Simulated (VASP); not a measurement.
Wanted: the native input for a VASP 6.6.1 run.

```yaml
Task: single point
Functional: r2SCAN
Potentials_or_basis: VASP PAW PBE potentials, release 64 (Pd)
Cutoff: 550 eV
k_mesh: 12 × 12 × 12
Occupations: fermi-dirac, width 0.05 eV
Spin: no spin polarisation
Dipole_correction: no
Further_INCAR_settings: ALGO = Normal; EDIFF = 1e-06; NBANDS = 11
```

The system is Pd.

```
CELL_PARAMETERS angstrom
0.00000 1.97211 1.97211
1.97211 0.00000 1.97211
1.97211 1.97211 0.00000
ATOMIC_POSITIONS crystal
Pd 0.00000 0.00000 0.00000
```

This cell differs from its parent crystal: volume scaled by 1.04.

The input as run:

POSCAR

```
Pd
1.0
    0.0000000000      1.9721147795      1.9721147795
    1.9721147795      0.0000000000      1.9721147795
    1.9721147795      1.9721147795      0.0000000000
Pd
1
Direct
    0.0000000000      0.0000000000      0.0000000000
```

INCAR.step1

```
SYSTEM = Pd
  PREC = Accurate
  ENCUT = 550
  ISMEAR = -1
  SIGMA = 0.05
  LREAL = .FALSE.
  LASPH = .TRUE.
  NELM = 120
  NBANDS = 11
  GGA = PE
  ALGO = Normal
  EDIFF = 1E-5
  LWAVE = .TRUE.
  LCHARG = .FALSE.
  GGA_COMPAT = .FALSE.
```

INCAR.step2

```
SYSTEM = Pd
  PREC = Accurate
  ENCUT = 550
  EDIFF = 1E-6
  ISMEAR = -1
  SIGMA = 0.05
  LREAL = .FALSE.
  LASPH = .TRUE.
  NELM = 120
  ALGO = Normal
  ISIF = 2
  LWAVE = .FALSE.
  LCHARG = .TRUE.
  METAGGA = R2SCAN
  LMIXTAU = .TRUE.
  LELF = .TRUE.
  LVHAR = .TRUE.
  NBANDS = 11
  ISTART = 1
  GGA_COMPAT = .FALSE.
```

KPOINTS

```
Automatic mesh
0
G
  12 12 12
  0 0 0
```

Potentials or basis: VASP PAW PBE potentials, release 64 (Pd).

Command:

```sh
$ cat potpaw_PBE.64/Pd/POTCAR > POTCAR
$ cp INCAR.step1 INCAR
$ mpirun -np 1 vasp_std > vasp.out
$ cp INCAR.step2 INCAR
$ mpirun -np 1 vasp_std > vasp.out
```

It gave:

```yaml
Pressure: -4.4 GPa
Band_gap_on_the_k_mesh: zero (band 5 reaches 9.24 eV, above the bottom of band 6 at 7.66 eV)
```

Caveat: the PAW data sets were made with another functional, which shifts forces and pressure a little.

Wall time 31 s on 1 thread of Intel Xeon 6975P-C, with other jobs on the host, peak memory 0.15 GiB.
